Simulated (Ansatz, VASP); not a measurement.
## TaN in VASP and in Ansatz

INCAR

```
SYSTEM = TaN
  PREC = Accurate
  ENCUT = 600
  EDIFF = 1E-6
  ISMEAR = 0
  SIGMA = 0.15
  LREAL = .False.
  LASPH = .True.
  NELM = 120
  ALGO = Normal
  ISIF = 2
  LWAVE = .False.
  LCHARG = .False.
  GGA = CA
  NBANDS = 16
  GGA_COMPAT = .False.
```

The input KPOINTS:

```
Automatic mesh
0
Gamma
  18 18 18
  0 0 0
```

POSCAR

```
TaN
1.0
    0.0000000000      2.1738356505      2.1738356505
    2.1738356505      0.0000000000      2.1738356505
    2.1738356505      2.1738356505      0.0000000000
Ta N
1 1
Direct
    0.5000000000      0.5065165242      0.5000000000
    0.0000000000     -0.0841829970      0.0000000000
```

Input for Ansatz:

```yaml
crystal:
  lattice:
    - [0.0, 2.1738356505, 2.1738356505]
    - [2.1738356505, 0.0, 2.1738356505]
    - [2.1738356505, 2.1738356505, 0.0]
  atoms:
    - { symbol: Ta, position: [0.5, 0.5065165242, 0.5] }
    - { symbol: "N", position: [0.0, -0.084182997, 0.0] }
basis:
  ecutwfc: 520.0
kpoints:
  mp_grid: { grid: [18, 18, 18] }
hamiltonian:
  xc: lda
  pseudopotentials: { kind: paw, azcp: { folder: soft_1 } }
scf:
  occupations: { method: gaussian, width: 0.15 }
output:
  forces: true
  stress: true
  eigenvalues: true
```

Change from the starting cell: mode 4 frozen in at -0.183 Å and mode 6 at -0.183 Å (largest displacements).

Alike in both runs: task single point; functional LDA; k mesh 18 × 18 × 18; occupations gaussian, width 0.15 eV; no spin polarisation.

```csv
,VASP,Ansatz
version,VASP 6.6.1,Ansatz 0.2.0
potentials or method,"VASP PAW LDA potentials, release 64 (Ta_sv_GW, N), cutoff 600 eV","scalar-relativistic, plane waves, PAW"
valence electrons in the cell,18,18
```

Ansatz gave:

* gap on the k mesh at the Fermi level (eV): none
* pressure (GPa): 14.2
* traceless stress, the component that is largest in VASP (GPa): -14.14
* rms of the force components (eV/Å): 1.806

Task: Which values does VASP return?

Result: gap on the k mesh at the Fermi level (eV): none; pressure (GPa): 15.7; traceless stress, the component that is largest in VASP (GPa): -14.32; rms of the force components (eV/Å): 1.835.

Ansatz warns that its potentials were made for another functional, while VASP's fit it. LDA's correlation is that of Perdew and Zunger in VASP and of Perdew and Wang (1992) in Ansatz. Atom by atom the forces differ by 0.029 eV/Å (rms over components). A gap of «none» marks a metal or a gap that the smearing closes.

Neither program's run includes spin-orbit coupling.
